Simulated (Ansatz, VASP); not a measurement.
# Ni3N4 in VASP and in Ansatz

```
CELL_PARAMETERS angstrom
3.95853 0.00000 0.00000
0.00000 3.95853 0.00000
0.00000 0.00000 3.95853
ATOMIC_POSITIONS crystal
Ni 0.50000 0.50000 0.00000
Ni 0.00000 0.50000 0.50000
Ni 0.50000 0.00000 0.50000
N 0.50000 0.50000 0.50000
N 0.50000 0.00000 0.00000
N 0.00000 0.50000 0.00000
N 0.00000 0.00000 0.50000
```

Change from the starting cell: species swapped into the W3N4 type (Pm-3m, No. 221).

Alike in both runs: functional PBE; k mesh 10 × 10 × 10; occupations gaussian, width 0.1 eV; no spin polarisation.

Ansatz relaxed the structure, and its values are those at the end. VASP's run is a single point on that final structure, the one shown.

|  | VASP | Ansatz |
| --- | --- | --- |
| version | VASP 6.6.1 | Ansatz 0.2.0 |
| potentials or method | VASP PAW PBE potentials, release 64 (Ni, N), cutoff 520 eV | scalar-relativistic, plane waves, PAW |
| valence electrons in the cell | 50 | 74 |

|  | VASP | Ansatz | Ansatz less VASP |
| --- | --- | --- | --- |
| gap on the k mesh at the Fermi level (eV) | none | none | - |
| pressure (GPa) | 0.2 | 0.0 | -0.23 |

A gap of «none» marks a metal or a gap that the smearing closes. The functional is the same, so the differences come from potentials, cutoffs and numerics. VASP's potentials hold 50 valence electrons a cell and Ansatz's 74, so a difference there can come from the potentials and not from the codes.
